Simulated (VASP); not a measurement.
# GaN (flat sheet) in VASP: notebook

The runs below take GaN (flat sheet) through single point, with PBEsol.

Everything below comes from runs of VASP 6.6.1. Logs are shortened: lines on timing, memory, paths and dates and some standing lists are left out, and cuts for length are marked.

## Step 1: The cell of the first run

The cell holds a wire with vacuum, 10 atoms: a = 15.400 Å, b = 9.300 Å, c = 5.512 Å, α = 90.00°, β = 90.00°, γ = 90.00°.

## Step 2: Single point, PBEsol

INCAR

```
SYSTEM = GaN
  PREC = Accurate
  ENCUT = 520
  EDIFF = 1E-7
  ISMEAR = 0
  SIGMA = 0.05
  LREAL = .FALSE.
  LASPH = .TRUE.
  NELM = 80
  ALGO = Normal
  ISIF = 2
  LWAVE = .FALSE.
  LCHARG = .FALSE.
  GGA = PS
  NBANDS = 56
```

KPOINTS

```
regular mesh
0
G
  1 1 6
  0 0 0
```

POSCAR

```
GaN
1.0
   15.4000000000      0.0000000000      0.0000000000
    0.0000000000      9.3000000000      0.0000000000
    0.0000000000      0.0000000000      5.5123238946
Ga N
5 5
Direct
    0.7066585509      0.5000000000      0.3333333333
    0.5000000000      0.5000000000      0.3333333333
    0.6033292755      0.5000000000      0.8333333333
    0.2933414491      0.5000000000      0.3333333333
    0.3966707245      0.5000000000      0.8333333333
    0.6033292755      0.5000000000      0.1666666667
    0.7066585509      0.5000000000      0.6666666667
    0.3966707245      0.5000000000      0.1666666667
    0.5000000000      0.5000000000      0.6666666667
    0.2933414491      0.5000000000      0.6666666667
```

Potentials or basis: VASP PAW PBE potentials, release 64 (Ga_d, N).

Run with:

```console
> cat potpaw_PBE.64/Ga_d/POTCAR potpaw_PBE.64/N/POTCAR > POTCAR
> mpirun -np 1 vasp_std > vasp.out
```

OUTCAR:

```text
SYSTEM = GaN
   PREC = Accurate
   ENCUT = 520
   EDIFF = 1E-7
   ISMEAR = 0
   LREAL = .FALSE.
   LASPH = .TRUE.
   NELM = 80
   ISIF = 2
   GGA = PS

 ion  position               nearest neighbor table
   1  0.707  0.500  0.333-   6 1.84   7 1.84
   2  0.500  0.500  0.333-   6 1.84   8 1.84   9 1.84
   3  0.603  0.500  0.833-   7 1.84   9 1.84   6 1.84
   4  0.293  0.500  0.333-   8 1.84  10 1.84
   5  0.397  0.500  0.833-  10 1.84   9 1.84   8 1.84
   6  0.603  0.500  0.167-   1 1.84   2 1.84   3 1.84
   7  0.707  0.500  0.667-   3 1.84   1 1.84
   8  0.397  0.500  0.167-   4 1.84   2 1.84   5 1.84
   9  0.500  0.500  0.667-   3 1.84   5 1.84   2 1.84
  10  0.293  0.500  0.667-   5 1.84   4 1.84

  LATTYP: Found a simple orthorhombic cell.
 ALAT       =     5.5123238946
 B/A-ratio  =     1.6871287279
 C/A-ratio  =     2.7937400440

  Lattice vectors:

 A1 = (   0.0000000000,   0.0000000000,  -5.5123238946)
 A2 = (   0.0000000000,   9.3000000000,   0.0000000000)
 A3 = (  15.4000000000,   0.0000000000,   0.0000000000)

Analysis of symmetry for initial positions (statically):
=====================================================================
 Subroutine PRICEL returns:
 Original cell was already a primitive cell.

 Routine SETGRP: Setting up the symmetry group for a
 simple orthorhombic supercell.

 Subroutine GETGRP returns: Found  4 space group operations
 (whereof  4 operations were pure point group operations)
 out of a pool of  8 trial point group operations.

The static configuration has the point symmetry C_2v.

Analysis of symmetry for dynamics (positions and initial velocities):
=====================================================================
 Subroutine PRICEL returns:
 Original cell was already a primitive cell.

 Routine SETGRP: Setting up the symmetry group for a
 simple orthorhombic supercell.

 Subroutine GETGRP returns: Found  4 space group operations
 (whereof  4 operations were pure point group operations)
 out of a pool of  8 trial point group operations.

The dynamic configuration has the point symmetry C_2v.

 Subroutine INISYM returns: Found  4 space group operations
 (whereof  4 operations are pure point group operations),
 and found     1 'primitive' translations

----------------------------------------------------------------------------------------

                                     Primitive cell

  volume of cell :     789.4750

  direct lattice vectors                    reciprocal lattice vectors
    15.400000000  0.000000000  0.000000000     0.064935065  0.000000000  0.000000000
     0.000000000  9.300000000  0.000000000     0.000000000  0.107526882  0.000000000
     0.000000000  0.000000000  5.512323895     0.000000000  0.000000000  0.181411691

  length of vectors
    15.400000000  9.300000000  5.512323895     0.064935065  0.107526882  0.181411691

  position of ions in fractional coordinates (direct lattice)
     0.706658551  0.500000000  0.333333333
     0.500000000  0.500000000  0.333333333
     0.603329276  0.500000000  0.833333333
     0.293341449  0.500000000  0.333333333
     0.396670724  0.500000000  0.833333333
     0.603329276  0.500000000  0.166666667
     0.706658551  0.500000000  0.666666667
     0.396670724  0.500000000  0.166666667
     0.500000000  0.500000000  0.666666667
     0.293341449  0.500000000  0.666666667

  ion indices of the primitive-cell ions
   primitive index   ion index
                 1           1
                 2           2
                 3           3
                 4           4
                 5           5
                 6           6
                 7           7
                 8           8
                 9           9
                10          10

----------------------------------------------------------------------------------------

 KPOINTS: regular mesh

Automatic generation of k-mesh.
 Grid dimensions read from file:
 generate k-points for:    1    1    6

 Generating k-lattice:

  Cartesian coordinates                     Fractional coordinates (reciprocal lattice)
     0.064935065  0.000000000  0.000000000     1.000000000  0.000000000  0.000000000
     0.000000000  0.107526882  0.000000000     0.000000000  1.000000000  0.000000000
     0.000000000  0.000000000  0.030235282     0.000000000  0.000000000  0.166666667

  Length of vectors
     0.064935065  0.107526882  0.030235282

  Shift w.r.t. Gamma in fractional coordinates (k-lattice)
     0.000000000  0.000000000  0.000000000

 Subroutine IBZKPT returns following result:
 ===========================================

 Found      4 irreducible k-points:

 Following reciprocal coordinates:
            Coordinates               Weight
  0.000000  0.000000  0.000000      1.000000
  0.000000  0.000000  0.166667      2.000000
  0.000000  0.000000  0.333333      2.000000
  0.000000  0.000000  0.500000      1.000000
   k-points           NKPTS =      4   k-points in BZ     NKDIM =      4   number of bands    NBANDS=     56
   number of dos      NEDOS =    301   number of ions     NIONS =     10
   total plane-waves  NPLWV = 352800
   dimension x,y,z NGX =   120 NGY =   70 NGZ =   42
   dimension x,y,z NGXF=   240 NGYF=  140 NGZF=   84
   ions per type =               5   5
   NGX,Y,Z   is equivalent  to a cutoff of  12.95, 12.51, 12.67 a.u.
   NGXF,Y,Z  is equivalent  to a cutoff of  25.91, 25.03, 25.33 a.u.
 SYSTEM =  GaN
   PREC   = accura    normal or accurate (medium, high low for compatibility)
   ISTART =      0    job   : 0-new  1-cont  2-samecut
   ICHARG =      2    charge: 1-file 2-atom 10-const
   ISPIN  =      1    spin polarized calculation?
   LNONCOLLINEAR =      F non collinear calculations
   LSORBIT =      F    spin-orbit coupling
   LASPH  =      T    aspherical Exc in radial PAW
   ENCUT  =  520.0 eV  38.22 Ry    6.18 a.u.  28.63 17.29 10.25*2*pi/ulx,y,z
   NELM   =     80;   NELMIN=  2; NELMDL= -5     # of ELM steps
   EDIFF  = 0.1E-06   stopping-criterion for ELM
   LREAL  =      F    real-space projection
   EDIFFG = 0.1E-05   stopping-criterion for IOM
   NSW    =      0    number of steps for IOM
   IBRION =     -1    ionic relax: 0-MD 1-quasi-New 2-CG
   NFREE  =      0    steps in history (QN), initial steepest desc. (CG)
   ISIF   =      2    stress and relaxation
   ISYM   =      2    0-nonsym 1-usesym 2-fastsym
   POTIM  = 0.5000    time-step for ionic-motion
   TEBEG  =    0.0;   TEEND  =   0.0 temperature during run
   PSTRESS=    0.0 pullay stress
   NELECT =      90.0000    total number of electrons
   NUPDOWN=      -1.0000    fix difference up-down
   EMIN   =  10.00;   EMAX   =-10.00  energy-range for DOS
   EFERMI =   0.00;   METHOD = LEGACY
   ISMEAR =     0;   SIGMA  =   0.05  broadening in eV -4-tet -1-fermi 0-gaus
   EFERMI_NEDOS =   21; number of points for ismear=-14 and -15
   IALGO  =     38    algorithm
   IMIX   =      4    mixing-type and parameters
     AMIX     =   0.40;   BMIX     =  1.00
     AMIX_MAG =   1.60;   BMIX_MAG =  1.00
  volume/ion in A,a.u.               =      78.95       532.76
  Fermi-wavevector in a.u.,A,eV,Ry     =   0.793797  1.500059  8.573220  0.630114
  Thomas-Fermi vector in A             =   1.899803
   LORBIT       =      0    0 simple, 1 ext, 2 COOP (PROOUT), +10 PAW based schemes
   GGA     = PS    functional components
   LHFCALC =     F    Hartree Fock is set to
   AEXX    =    0.0000 exact exchange contribution
   IVDW    =     0    specifies the selected vdW correction
   LEPSILON=     F    determine dielectric tensor
   LRPA    =     F    only Hartree local field effects (RPA)
 non-spin polarized calculation
 Gauss-broadening in eV      SIGMA  =   0.05
  energy-cutoff  :      520.00
  volume of cell :      789.48
 maximum number of plane-waves:     21300
 NGX is ok and might be reduce to   120
   NGX = 57   NGY = 35   NGZ = 21

 number of electron      89.9999961 magnetization

 Free energy of the ion-electron system (eV)
  ---------------------------------------------------
  ext. energy  EPLUGINS =         0.00000000
  ---------------------------------------------------
  free energy    TOTEN  =       -53.87187103 eV

  energy without entropy =      -53.86729238  energy(sigma->0) =      -53.86958170

 E-fermi :  -3.6552     XC(G=0):  -2.9569

 val. band max:       -3.6984987071   @ k =   0.0000   0.0000   0.0000
 cond. band min:      -3.6123195045   @ k =   0.0000   0.0000   0.0000
 fundamental gap:      0.0861792026
 Fermi energy:        -3.6551798630

 k-point     1 :       0.0000    0.0000    0.0000
  band No.  band energies     occupation
      1     -19.6986      2.00000
      2     -19.4245      2.00000
      3     -19.0268      2.00000
      4     -18.6324      2.00000
      5     -18.6264      2.00000
      6     -18.1422      2.00000
[... 48 lines left out ...]
     55       1.5259      0.00000
     56       1.7596      0.00000

 k-point     2 :       0.0000    0.0000    0.1667
  band No.  band energies     occupation
      1     -19.6685      2.00000
      2     -19.4229      2.00000
      3     -19.0377      2.00000
      4     -18.6273      2.00000
      5     -18.6245      2.00000
      6     -18.1423      2.00000
[... 48 lines left out ...]
     55       1.4987      0.00000
     56       1.8317      0.00000

 k-point     3 :       0.0000    0.0000    0.3333
  band No.  band energies     occupation
      1     -19.6026      2.00000
      2     -19.4196      2.00000
      3     -19.0642      2.00000
      4     -18.6189      2.00000
      5     -18.6168      2.00000
      6     -18.1426      2.00000
[... 48 lines left out ...]
     55       1.5913      0.00000
     56       1.7612      0.00000

 k-point     4 :       0.0000    0.0000    0.5000
  band No.  band energies     occupation
      1     -19.5660      2.00000
      2     -19.4180      2.00000
      3     -19.0807      2.00000
      4     -18.6151      2.00000
      5     -18.6115      2.00000
      6     -18.1427      2.00000
[... 48 lines left out ...]
     55       1.6421      0.00000
     56       1.7111      0.00000

------------------------ aborting loop because EDIFF is reached ----------------------------------------

  FORCE on cell =-STRESS in cart. coord.  units (eV):
  Direction    XX          YY          ZZ          XY          YZ          ZX
  --------------------------------------------------------------------------------------
  -------------------------------------------------------------------------------------
  Total       -1.5308457     -0.0235359     -8.9884939      0.0000000      0.0000000      0.0000000
  in kB       -3.1067307     -0.0477642    -18.2414397      0.0000000      0.0000000      0.0000000
  external PRESSURE =      -7.1319782 kB  Pullay stress =       0.0000000 kB

 VOLUME and BASIS-vectors are now :
 -----------------------------------------------------------------------------
  energy-cutoff  :      520.00
  volume of cell :      789.48
      direct lattice vectors                 reciprocal lattice vectors
    15.400000000  0.000000000  0.000000000     0.064935065  0.000000000  0.000000000
     0.000000000  9.300000000  0.000000000     0.000000000  0.107526882  0.000000000
     0.000000000  0.000000000  5.512323895     0.000000000  0.000000000  0.181411691

 POSITION                                       TOTAL-FORCE (eV/Angst)
 -----------------------------------------------------------------------------------
     10.88254      4.65000      1.83744        -1.658456     -0.000000      2.365203
      7.70000      4.65000      1.83744         0.000000      0.000000      0.946680
      9.29127      4.65000      4.59360         0.491562      0.000000     -1.155398
      4.51746      4.65000      1.83744         1.658456      0.000000      2.365203
      6.10873      4.65000      4.59360        -0.491562      0.000000     -1.155398
      9.29127      4.65000      0.91872         0.546594     -0.000000     -0.812485
     10.88254      4.65000      3.67488         0.909520     -0.000000     -0.766311
      6.10873      4.65000      0.91872        -0.546594     -0.000000     -0.812485
      7.70000      4.65000      3.67488         0.000000      0.000000     -0.208698
      4.51746      4.65000      3.67488        -0.909520      0.000000     -0.766311
 -----------------------------------------------------------------------------------
    total drift:                               -0.000000      0.000000      0.000833

  FREE ENERGIE OF THE ION-ELECTRON SYSTEM (eV)
  ---------------------------------------------------
  free  energy   TOTEN  =       -53.8718710261 eV

  energy  without entropy=      -53.8672923780  energy(sigma->0) =      -53.86958170
```

It took 15 min on 1 thread of Intel Xeon 6975P-C, shared host; peak memory 0.76 GiB.

What came out:

* Free energy: -53.8719 eV
* Largest force: 2.889 eV/Å
* Band gap on the k mesh: 0.09 eV, direct

Forces on the atoms (eV/Å):
```
Ga  -1.658  0.000  2.365
Ga   0.000  0.000  0.947
Ga   0.492  0.000 -1.155
Ga   1.658  0.000  2.365
Ga  -0.492  0.000 -1.155
N    0.547  0.000 -0.812
N    0.910  0.000 -0.766
N   -0.547  0.000 -0.812
N    0.000  0.000 -0.209
N   -0.910  0.000 -0.766
```

Levels at points of the mesh, in eV from the valence-band top:
| k point | band 43 | band 44 | band 45 | band 46 | band 47 | band 48 |
| --- | --- | --- | --- | --- | --- | --- |
| (0.00, 0.00, 0.00) | -0.13 | -0.10 | 0.00 | 0.09 | 0.99 | 3.43 |
| (0.00, 0.00, 0.50) | -0.45 | -0.16 | -0.07 | 0.69 | 0.98 | 3.81 |

Caveat: the PAW data sets were made with another functional, which shifts forces and pressure a little.

(Part 1 of 2 ends here.)
